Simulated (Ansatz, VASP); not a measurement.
# One calculation of ZnS, two programs

The input INCAR:

```
SYSTEM = ZnS
PREC = Accurate
ENCUT = 500
EDIFF = 1E-6
ISMEAR = 0
SIGMA = 0.01
LREAL = .False.
LASPH = .True.
NELM = 120
ALGO = Normal
ISIF = 2
LWAVE = .False.
LCHARG = .False.
GGA = CA
NBANDS = 16
GGA_COMPAT = .False.
```

File KPOINTS:

```
Automatic mesh
0
Gamma
  6 6 6
  0 0 0
```

Contents of POSCAR:

```
ZnS
1.0
    0.0000000000      2.8060238126      2.8060238126
    2.8060238126      0.0000000000      2.8060238126
    2.8060238126      2.8060238126      0.0000000000
Zn S
1 1
Direct
    0.2500000000      0.2500000000      0.2500000000
    0.0000000000      0.0000000000      0.0000000000
```

Input for Ansatz:

```yaml
crystal:
  lattice:
    - [0.0, 2.8060238126403365, 2.8060238126403365]
    - [2.8060238126403365, 0.0, 2.8060238126403365]
    - [2.8060238126403365, 2.8060238126403365, 0.0]
  atoms:
    - { symbol: Zn, position: [0.25, 0.25, 0.25] }
    - { symbol: S, position: [0.0, 0.0, 0.0] }
accuracy: medium
basis:
  ecutwfc: 630.0
  xc_grid: 2
kpoints:
  mp_grid:
    grid: [6, 6, 6]
hamiltonian:
  xc: lda
  pseudopotentials:
    kind: paw
scf:
  occupations:
    method: fixed
output:
  stress: true
```

Alike in both runs: task single point; functional LDA; k mesh 6 × 6 × 6; no spin polarisation.

```csv
,VASP,Ansatz
version,VASP 6.6.1,Ansatz 0.2.0
potentials or method,"VASP PAW LDA potentials, release 64 (Zn, S), cutoff 500 eV","plane waves, PAW"
occupations,"gaussian, width 0.01 eV",fixed
valence electrons in the cell,18,18
```

```csv
,VASP,Ansatz,Ansatz less VASP
pressure (GPa),-10.0,-10.2,-0.19
```

LDA's correlation is that of Perdew and Zunger in VASP and of Perdew and Wang (1992) in Ansatz.
